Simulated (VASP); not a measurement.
# Al (P-1) in VASP: single point with PBE

Aim: the single point of Al with PBE.

Program: VASP 6.6.1. These are calculated values, not measurements. Logs are shortened: lines on timing, memory, paths and dates and some standing lists are left out, and cuts for length are marked.

### 1 The cell of the first run

The typed cell holds 3 atoms: a = 2.799 Å, b = 2.875 Å, c = 6.992 Å, α = 95.86°, β = 96.63°, γ = 115.57°.

### 2 Single point, PBE

The input, INCAR:

```
  PREC = Accurate
  ENCUT = 520
  EDIFF = 1E-7
  ISMEAR = 0
  SIGMA = 0.1
  LREAL = F
  LASPH = T
  NELM = 60
  ALGO = Fast
  ISIF = 2
  LWAVE = F
  LCHARG = F
  GGA = PE
  NBANDS = 12
```

The input, KPOINTS:

```
Automatic mesh
0
Gamma
  8 6 4
```

The input, POSCAR:

```
Al
1.0
    2.7989104300      0.0000000000      0.0000000000
   -1.2408753100      2.5928854600      0.0000000000
   -0.8077793600     -1.1777888200      6.8448914800
Al
3
Direct
    0.5860701200      0.7414223000      0.3352578000
    0.4139298800      0.2585777000      0.6647422000
    0.0000000000      0.0000000000      0.0000000000
```

Potentials or basis: VASP PAW PBE potentials, release 64 (Al).

Started as:

```console
> cat potpaw_PBE.64/Al/POTCAR > POTCAR
> mpirun -np 1 vasp_std > vasp.out
```

OUTCAR:

```text
PREC = Accurate
   ENCUT = 520
   EDIFF = 1E-7
   ISMEAR = 0
   LREAL = F
   LASPH = T
   NELM = 60
   ISIF = 2
   GGA = PE

 ion  position               nearest neighbor table
   1  0.586  0.741  0.335-   3 2.76   2 2.79   3 2.79   2 2.82   2 2.82   3 3.04
   2  0.414  0.259  0.665-   3 2.76   1 2.79   3 2.79   1 2.82   1 2.82   3 3.04
   3  0.000  0.000  0.000-   1 2.76   2 2.76   1 2.79   2 2.79   2 3.04   1 3.04

  LATTYP: Found a triclinic cell.
 ALAT       =     2.7989104300
 B/A-ratio  =     1.0807720061
 C/A-ratio  =     2.5814532103
 COS(alpha) =     0.0022135797
 COS(beta)  =     0.2755792990
 COS(gamma) =     0.5150556496

  Lattice vectors:

 A1 = (   2.7989104300,   0.0000000000,   0.0000000000)
 A2 = (   1.5580351200,   2.5928854600,   0.0000000000)
 A3 = (   1.9911310700,  -1.1777888200,   6.8448914800)

Analysis of symmetry for initial positions (statically):
=====================================================================
 Subroutine PRICEL returns:
 Original cell was already a primitive cell.

 Routine SETGRP: Setting up the symmetry group for a
 triclinic supercell.

 Subroutine GETGRP returns: Found  2 space group operations
 (whereof  2 operations were pure point group operations)
 out of a pool of  2 trial point group operations.

The static configuration has the point symmetry S_2 .

Analysis of symmetry for dynamics (positions and initial velocities):
=====================================================================
 Subroutine PRICEL returns:
 Original cell was already a primitive cell.

 Routine SETGRP: Setting up the symmetry group for a
 triclinic supercell.

 Subroutine GETGRP returns: Found  2 space group operations
 (whereof  2 operations were pure point group operations)
 out of a pool of  2 trial point group operations.

The dynamic configuration has the point symmetry S_2 .

 Subroutine INISYM returns: Found  2 space group operations
 (whereof  2 operations are pure point group operations),
 and found     1 'primitive' translations

----------------------------------------------------------------------------------------

                                     Primitive cell

  volume of cell :      49.6751

  direct lattice vectors                    reciprocal lattice vectors
     2.798910430  0.000000000  0.000000000     0.357281887  0.170984133  0.071584500
    -1.240875310  2.592885460  0.000000000     0.000000000  0.385670719  0.066361704
    -0.807779360 -1.177788820  6.844891480     0.000000000  0.000000000  0.146094354

  length of vectors
     2.798910430  2.874513271  6.992298147     0.402504983  0.391338446  0.146094354

  position of ions in fractional coordinates (direct lattice)
     0.586070120  0.741422300  0.335257800
     0.413929880  0.258577700  0.664742200
     0.000000000  0.000000000  0.000000000

  ion indices of the primitive-cell ions
   primitive index   ion index
                 1           1
                 2           2
                 3           3

----------------------------------------------------------------------------------------

 KPOINTS: Automatic mesh

Automatic generation of k-mesh.
 Grid dimensions read from file:
 generate k-points for:    8    6    4

 Generating k-lattice:

  Cartesian coordinates                     Fractional coordinates (reciprocal lattice)
     0.044660236  0.021373017  0.008948063     0.125000000  0.000000000 -0.000000000
     0.000000000  0.064278453  0.011060284     0.000000000  0.166666667  0.000000000
     0.000000000  0.000000000  0.036523589     0.000000000  0.000000000  0.250000000

  Length of vectors
     0.050313123  0.065223074  0.036523589

  Shift w.r.t. Gamma in fractional coordinates (k-lattice)
     0.000000000  0.000000000  0.000000000

 Subroutine IBZKPT returns following result:
 ===========================================

 Found    100 irreducible k-points:

 Following reciprocal coordinates:
            Coordinates               Weight
  0.000000  0.000000  0.000000      1.000000
  0.125000  0.000000  0.000000      2.000000
  0.250000  0.000000  0.000000      2.000000
  0.375000  0.000000  0.000000      2.000000
  0.500000  0.000000  0.000000      1.000000
  0.000000  0.166667  0.000000      2.000000
[... 16 lines left out ...]
  0.125000  0.500000  0.000000      2.000000
  0.250000  0.500000 -0.000000      2.000000
 [... further k-points ...]
   k-points           NKPTS =    100   k-points in BZ     NKDIM =    100   number of bands    NBANDS=     12
   number of dos      NEDOS =    301   number of ions     NIONS =      3
   total plane-waves  NPLWV =  31104
   dimension x,y,z NGX =    24 NGY =   24 NGZ =   54
   dimension x,y,z NGXF=    48 NGYF=   48 NGZF=  108
   ions per type =               3
   NGX,Y,Z   is equivalent  to a cutoff of  14.26, 13.88, 12.84 a.u.
   NGXF,Y,Z  is equivalent  to a cutoff of  28.51, 27.76, 25.68 a.u.
 SYSTEM =  unknown system
   PREC   = accura    normal or accurate (medium, high low for compatibility)
   ISTART =      0    job   : 0-new  1-cont  2-samecut
   ICHARG =      2    charge: 1-file 2-atom 10-const
   ISPIN  =      1    spin polarized calculation?
   LNONCOLLINEAR =      F non collinear calculations
   LSORBIT =      F    spin-orbit coupling
   LASPH  =      T    aspherical Exc in radial PAW
   ENCUT  =  520.0 eV  38.22 Ry    6.18 a.u.   5.20  5.34 13.00*2*pi/ulx,y,z
   NELM   =     60;   NELMIN=  2; NELMDL= -5     # of ELM steps
   EDIFF  = 0.1E-06   stopping-criterion for ELM
   LREAL  =      F    real-space projection
   EDIFFG = 0.1E-05   stopping-criterion for IOM
   NSW    =      0    number of steps for IOM
   IBRION =     -1    ionic relax: 0-MD 1-quasi-New 2-CG
   NFREE  =      0    steps in history (QN), initial steepest desc. (CG)
   ISIF   =      2    stress and relaxation
   ISYM   =      2    0-nonsym 1-usesym 2-fastsym
   POTIM  = 0.5000    time-step for ionic-motion
   TEBEG  =    0.0;   TEEND  =   0.0 temperature during run
   PSTRESS=    0.0 pullay stress
   NELECT =       9.0000    total number of electrons
   NUPDOWN=      -1.0000    fix difference up-down
   EMIN   =  10.00;   EMAX   =-10.00  energy-range for DOS
   EFERMI =   0.00;   METHOD = LEGACY
   ISMEAR =     0;   SIGMA  =   0.10  broadening in eV -4-tet -1-fermi 0-gaus
   EFERMI_NEDOS =   21; number of points for ismear=-14 and -15
   IALGO  =     68    algorithm
   IMIX   =      4    mixing-type and parameters
     AMIX     =   0.40;   BMIX     =  1.00
     AMIX_MAG =   1.60;   BMIX_MAG =  1.00
  volume/ion in A,a.u.               =      16.56       111.74
  Fermi-wavevector in a.u.,A,eV,Ry     =   0.926352  1.750551 11.675540  0.858128
  Thomas-Fermi vector in A             =   2.052305
   LORBIT       =      0    0 simple, 1 ext, 2 COOP (PROOUT), +10 PAW based schemes
   GGA     = PE    functional components
   LHFCALC =     F    Hartree Fock is set to
   AEXX    =    0.0000 exact exchange contribution
   IVDW    =     0    specifies the selected vdW correction
   LEPSILON=     F    determine dielectric tensor
   LRPA    =     F    only Hartree local field effects (RPA)
 non-spin polarized calculation
 RMM-DIIS sequential band-by-band and
 Gauss-broadening in eV      SIGMA  =   0.10
  energy-cutoff  :      520.00
  volume of cell :       49.68
 maximum number of plane-waves:      1351
 NGX is ok and might be reduce to    24
   NGX = 11   NGY = 11   NGZ = 25

 number of electron       9.0000000 magnetization

 Free energy of the ion-electron system (eV)
  ---------------------------------------------------
  ext. energy  EPLUGINS =         0.00000000
  ---------------------------------------------------
  free energy    TOTEN  =       -11.11579790 eV

  energy without entropy =      -11.10917932  energy(sigma->0) =      -11.11248861

 E-fermi :   8.0170     XC(G=0): -10.1838

 val. band max:        8.0045959477   @ k =  -0.2500  -0.3333   0.2500
 cond. band min:       8.0239512541   @ k =  -0.3750   0.3333   0.5000
 fundamental gap:      0.0193553065
 Fermi energy:         8.0170431803

 k-point     1 :       0.0000    0.0000    0.0000
  band No.  band energies     occupation
      1      -3.1489      2.00000
      2      -0.0533      2.00000
      3       0.0099      2.00000
      4       8.9901      0.00000
      5       9.0276      0.00000
      6      17.4107      0.00000
      7      17.5241      0.00000
      8      18.0503      0.00000
      9      18.0615      0.00000
     10      19.1951      0.00000
     11      19.6373      0.00000
     12      19.9284      0.00000

 k-point     2 :       0.1250    0.0000    0.0000
  band No.  band energies     occupation
      1      -2.7747      2.00000
      2      -0.0356      2.00000
      3       0.7231      2.00000
      4       8.6215      0.00000
      5      10.0516      0.00000
      6      14.3117      0.00000
      7      14.6864      0.00000
      8      15.9837      0.00000
      9      16.6816      0.00000
     10      18.3102      0.00000
     11      19.2868      0.00000
     12      19.9971      0.00000

 k-point     3 :       0.2500    0.0000    0.0000
  band No.  band energies     occupation
      1      -1.6579      2.00000
      2       0.6831      2.00000
      3       2.1836      2.00000
      4       8.7759      0.00000
      5      10.0092      0.00000
      6      10.5556      0.00000
      7      11.9584      0.00000
      8      14.5649      0.00000
      9      14.8039      0.00000
     10      15.7513      0.00000
     11      16.3424      0.00000
     12      17.3184      0.00000

 k-point     4 :       0.3750    0.0000    0.0000
  band No.  band energies     occupation
      1       0.1834      2.00000
      2       2.1164      2.00000
      3       4.3006      2.00000
      4       6.0020      2.00000
      5       7.1287      2.00000
      6      10.0412      0.00000
      7      10.7256      0.00000
      8      13.5696      0.00000
      9      14.0700      0.00000
     10      14.2488      0.00000
     11      15.3019      0.00000
     12      15.7228      0.00000

 k-point     5 :       0.5000    0.0000    0.0000
  band No.  band energies     occupation
      1       2.6623      2.00000
      2       2.7655      2.00000
      3       3.9609      2.00000
      4       4.6198      2.00000
      5       6.9901      2.00000
      6       7.4973      2.00000
      7      11.5078      0.00000
      8      11.7843      0.00000
      9      13.7220      0.00000
     10      15.0164      0.00000
     11      15.4420      0.00000
     12      15.6041      0.00000
[... 228 lines left out ...]
      1      -1.1420      2.00000
      2       1.3908      2.00000
      3       2.4865      2.00000
      4       8.5384      0.00000
      5       9.3231      0.00000
      6       9.9872      0.00000
      7      11.5436      0.00000
      8      12.5782      0.00000
      9      13.7422      0.00000
     10      14.8992      0.00000
     11      16.0685      0.00000
     12      16.2355      0.00000

 k-point    22 :       0.0000    0.5000    0.0000
  band No.  band energies     occupation
      1       2.2872      2.00000
      2       2.5282      2.00000
      3       3.8131      2.00000
      4       4.3523      2.00000
      5       6.6281      2.00000
      6       6.9797      2.00000
      7      11.5452      0.00000
      8      11.6853      0.00000
      9      14.6970      0.00000
     10      15.1008      0.00000
     11      15.8343      0.00000
     12      16.4933      0.00000

 k-point    23 :       0.1250    0.5000    0.0000
  band No.  band energies     occupation
      1       1.5040      2.00000
      2       3.5074      2.00000
      3       4.0131      2.00000
      4       5.3130      2.00000
      5       5.6106      2.00000
      6       8.7093      0.00000
      7      10.8944      0.00000
      8      11.4999      0.00000
      9      12.5110      0.00000
     10      13.0666      0.00000
     11      15.4372      0.00000
     12      15.7485      0.00000

 k-point    24 :       0.2500    0.5000   -0.0000
  band No.  band energies     occupation
      1       1.3286      2.00000
      2       3.7201      2.00000
      3       4.9270      2.00000
      4       6.3771      2.00000
      5       7.2442      2.00000
      6       7.7308      1.99995
      7       9.9516      0.00000
      8      11.0063      0.00000
      9      11.5144      0.00000
     10      12.7886      0.00000
     11      14.1676      0.00000
     12      14.8015      0.00000

 [... further k-points ...]

------------------------ aborting loop because EDIFF is reached ----------------------------------------

  FORCE on cell =-STRESS in cart. coord.  units (eV):
  Direction    XX          YY          ZZ          XY          YZ          ZX
  --------------------------------------------------------------------------------------
  -------------------------------------------------------------------------------------
  Total        1.0723228     -1.3759654      1.4340390     -0.7425265     -0.0013187     -0.4167995
  in kB       34.5857527    -44.3791724     46.2522278    -23.9487939     -0.0425333    -13.4430820
  external PRESSURE =      12.1529360 kB  Pullay stress =       0.0000000 kB

 VOLUME and BASIS-vectors are now :
 -----------------------------------------------------------------------------
  energy-cutoff  :      520.00
  volume of cell :       49.68
      direct lattice vectors                 reciprocal lattice vectors
     2.798910430  0.000000000  0.000000000     0.357281887  0.170984133  0.071584500
    -1.240875310  2.592885460  0.000000000     0.000000000  0.385670719  0.066361704
    -0.807779360 -1.177788820  6.844891480     0.000000000  0.000000000  0.146094354

 POSITION                                       TOTAL-FORCE (eV/Angst)
 -----------------------------------------------------------------------------------
      0.44953      1.52756      2.29480        -0.151065      0.115649     -0.092865
      0.30072     -0.11246      4.55009         0.151065     -0.115649      0.092865
      0.00000      0.00000      0.00000        -0.000000      0.000000      0.000000
 -----------------------------------------------------------------------------------
    total drift:                               -0.000000     -0.000000      0.000000

  FREE ENERGIE OF THE ION-ELECTRON SYSTEM (eV)
  ---------------------------------------------------
  free  energy   TOTEN  =       -11.1157979042 eV

  energy  without entropy=      -11.1091793214  energy(sigma->0) =      -11.11248861
```

Wall time 75 s (1 thread of Intel Xeon Platinum 8259CL at 2.50GHz (Skylake/Cascade Lake), shared host); peak memory 0.19 GiB.

Results:

| Quantity | Value |
| --- | --- |
| Free energy | -11.1158 eV |
| Pressure | 1.2 GPa |
| Largest force | 0.212 eV/Å |
| Band gap on the k mesh | zero (an odd number of electrons rules out a gap without spin polarisation) |

Forces on the atoms (eV/Å):
```
Al  -0.151  0.116 -0.093
Al   0.151 -0.116  0.093
Al   0.000  0.000  0.000
```

Caveat: the k points lie up to 0.39 Å⁻¹ apart, too coarse for converged energies and pressures of a metal.
